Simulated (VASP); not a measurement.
# PbSe2: relaxation of cell and atoms with PBEsol

PbSe2:

```
Pb Se
1.0
     6.58228    0.00000    0.00000
     0.00000    6.58228    0.00000
     0.00000    0.00000    4.34431
Pb Se
2 4
Direct
  0.00000 0.00000 0.00000
  0.50000 0.50000 0.50000
  0.30500 0.30500 0.00000
  0.19500 0.80500 0.50000
  0.80500 0.19500 0.50000
  0.69500 0.69500 0.00000
```

```json
{
  "Program": "VASP 6.6.1",
  "Task": "relaxation of cell and atoms",
  "Functional": "PBEsol",
  "Potentials or basis": "VASP PAW PBE potentials, release 64 (Pb_d, Se)",
  "Cutoff": "600 eV",
  "k mesh": "4 × 4 × 6",
  "Occupations": "fermi-dirac, width 0.03 eV",
  "Spin": "no spin polarisation",
  "Dipole correction": "no",
  "Further INCAR settings": "ALGO = Normal; EDIFF = 1e-06; IBRION = 2; EDIFFG = -0.01; NSW = 100; ISIF = 3"
}
```

```yaml
Relaxed_volume: 30.37 Å³/atom
Relaxed_cell: a = 6.548 Å, b = 6.548 Å, c = 4.251 Å, α = 90.00°, β = 90.00°, γ = 90.00°
Space_group_after_relaxing_to_0.05_Å: P4_2/mnm (No. 136)
Energy_gained_by_relaxing: 5.1 meV/atom
Ionic_steps: 10
Pressure_after_relaxing: 0.0 GPa
```

Forces in eV/Å, atoms in the order of the input:
```
Pb   0.000  0.000  0.000
Pb   0.000  0.000  0.000
Se  -0.002 -0.002  0.000
Se   0.002 -0.002  0.000
Se  -0.002  0.002  0.000
Se   0.002  0.002  0.000
```

Step by step:
```csv
step,energy change (eV),largest force (eV/Å),pressure (GPa),volume (Å³)
1,0.0000,0.0492,-1.38,188.22
2,-0.0259,0.1103,0.37,180.95
3,-0.0273,0.0991,0.01,182.24
4,-0.0288,0.0646,0.02,182.15
5,-0.0297,0.0254,0.02,181.89
6,-0.0299,0.0008,0.03,181.96
7,-0.0302,0.0021,-0.01,182.15
8,-0.0305,0.0064,-0.11,182.63
9,-0.0307,0.0042,-0.08,182.53
10,-0.0309,0.0025,0.02,182.23
```

Final structure:
```xyz
6
Lattice="6.5477 0.0000 0.0000 0.0000 6.5477 0.0000 0.0000 0.0000 4.2506" Properties=species:S:1:pos:R:3 pbc="T T T"
Pb    0.0000    6.5477    0.0000
Pb    3.2738    3.2738    2.1253
Se    1.9836    1.9836    0.0000
Se    1.2902    5.2574    2.1253
Se    5.2574    1.2902    2.1253
Se    4.5641    4.5641    0.0000
```

Levels at points of the mesh, in eV from the Fermi level:
```tsv
k point	band 23	band 24	band 25	band 26	band 27	band 28	band 29	band 30
(0.00, 0.00, 0.00)	-0.60	-0.60	-0.06	-0.06	0.54	0.87	2.53	2.53
(0.50, 0.00, 0.00)	-0.48	-0.48	-0.09	-0.09	0.21	0.21	3.20	3.20
(0.50, 0.50, 0.00)	-0.67	-0.67	-0.52	-0.52	0.24	0.24	3.69	3.69
(0.00, 0.00, 0.50)	-1.00	-1.00	-0.80	-0.80	0.59	0.59	5.47	5.47
(0.50, 0.00, 0.50)	-0.48	-0.48	-0.18	-0.18	1.20	1.20	2.73	2.73
(0.50, 0.50, 0.50)	-0.44	-0.44	-0.34	-0.34	0.12	0.12	4.92	4.93
```

Wall time 8.2 min on 1 thread of Intel(R) Xeon(R) 6975P-C (Granite Rapids), on a shared host, peak memory 0.41 GiB.

Caveat: the PAW data sets were made with another functional, which shifts forces and pressure a little; spin-orbit coupling is left out, which moves the levels of the heavy elements.
